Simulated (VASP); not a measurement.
A run of VASP 6.6.1 is set up as follows.

Contents of INCAR:

```
SYSTEM = Mg
ALGO = Normal
EDIFF = 1E-8
ENCUT = 520
GGA = CA
ISIF = 2
ISMEAR = -1
LASPH = .True.
LCHARG = .False.
LEFG = .True.
LREAL = .False.
LWAVE = .False.
NBANDS = 7
NELM = 60
PREC = Accurate
SIGMA = 0.03
```

The input KPOINTS:

```
k-points
0
Gamma
  19 19 19
  0 0 0
```

POSCAR

```
Mg
1.0
   -1.4862784307      1.4862784307      1.4862784307
    1.4862784307     -1.4862784307      1.4862784307
    1.4862784307      1.4862784307     -1.4862784307
Mg
1
Direct
    0.0000000000      0.0000000000      0.0000000000
```

Potentials or basis: VASP PAW LDA potentials, release 64 (Mg).

Command:

```console
$ cat potpaw_LDA.64/Mg/POTCAR > POTCAR
$ mpirun -np 1 vasp_std > vasp.out
```

Estimate the band gap on the k mesh.

zero (band 1 reaches 9.58 eV, above the bottom of band 2 at 5.34 eV).

Predict the pressure.

51.7 GPa.

Caveat: without QUAD_EFG the Cq values of the log hold for a quadrupole moment of 1 mb, not for the nuclei.
